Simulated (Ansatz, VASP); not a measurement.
**Co: VASP beside Ansatz**

```xyz
3
Lattice="3.8471 0.0000 0.0000 -1.9235 3.3317 0.0000 0.0000 0.0000 2.3669" Properties=species:S:1:pos:R:3 pbc="T T T"
Co    1.2825    0.0000    0.7890
Co   -0.6412    1.1107    1.5779
Co    1.2823    2.2210    0.0000
```

Alike in both runs: functional PBEsol; k mesh 6 × 6 × 6; occupations gaussian, width 0.1 eV; no spin polarisation.

Ansatz relaxed the structure, and its values are those at the end. VASP's run is a single point on that final structure, the one shown.

|  | VASP | Ansatz |
| --- | --- | --- |
| version | VASP 6.6.1 | Ansatz 0.2.0 |
| potentials or method | VASP PAW PBE potentials, release 64 (Co), cutoff 520 eV | scalar-relativistic, plane waves, PAW |
| valence electrons in the cell | 27 | 51 |

```tsv
	VASP	Ansatz	Ansatz less VASP
gap on the k mesh at the Fermi level (eV)	none	none	-
pressure (GPa)	-0.8	0.2	+1.00
```

VASP's potentials were made for PBE, not for PBEsol. A gap of «none» marks a metal or a gap that the smearing closes. VASP's potentials hold 27 valence electrons a cell and Ansatz's 51, so a difference there can come from the potentials and not from the codes.

The k mesh is coarse, so the values compare programs but aren't converged.
